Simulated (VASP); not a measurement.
Set up this calculation in VASP 6.6.1, as the native input.

| Property | Result |
| --- | --- |
| Task | single point |
| Functional | r2SCAN |
| Potentials or basis | VASP PAW PBE potentials, release 64 (C) |
| Cutoff | 520 eV |
| k mesh | 12 × 12 × 12 |
| Occupations | gaussian, width 0.05 eV |
| Spin | no spin polarisation |
| Dipole correction | no |
| Further INCAR settings | ALGO = Normal; EDIFF = 1e-06; NBANDS = 11 |

C:

```
C
1.0
     1.22803    0.70900    3.34701
    -1.22803    0.70900    3.34701
     0.00000   -1.41800    3.34701
C
2
Cartesian
  0.0000 0.0000 1.6467
  0.0000 0.0000 8.3943
```

One way to write it, as run:

POSCAR

```
C
1.0
    1.2280263465      0.7090013417      3.3470108394
   -1.2280263465      0.7090013417      3.3470108394
    0.0000000000     -1.4180026834      3.3470108394
C
2
Direct
    0.1640000000      0.1640000000      0.1640000000
    0.8360000000      0.8360000000      0.8360000000
```

INCAR.step1

```
ALGO = Normal
EDIFF = 1E-4
ENCUT = 520
GGA = PE
ISMEAR = 0
LASPH = T
LCHARG = F
LREAL = F
LWAVE = T
NBANDS = 11
NELM = 100
PREC = Accurate
SIGMA = 0.05
```

INCAR.step2

```
ALGO = Normal
EDIFF = 1E-6
ENCUT = 520
ISIF = 2
ISMEAR = 0
ISTART = 1
LASPH = T
LCHARG = F
LMIXTAU = T
LREAL = F
LWAVE = F
METAGGA = R2SCAN
NBANDS = 11
NELM = 100
PREC = Accurate
SIGMA = 0.05
```

KPOINTS

```
k-points
0
Gamma
  12 12 12
```

Potentials or basis: VASP PAW PBE potentials, release 64 (C).

Launch:

```bash
$ cat potpaw_PBE.64/C/POTCAR > POTCAR
$ cp INCAR.step1 INCAR
$ mpirun -np 1 vasp_std > vasp.out
$ cp INCAR.step2 INCAR
$ mpirun -np 1 vasp_std > vasp.out
```

Results of the run:

```yaml
Pressure: 0.9 GPa
Largest_force: 0.897 eV/Å
```

Caveat: the PAW data sets were made with another functional, which shifts forces and pressure a little.

Wall time 6 min on 1 thread of AMD EPYC 7R43 64-Core Processor (Zen 3), with other jobs on the host, peak memory 0.13 GiB.
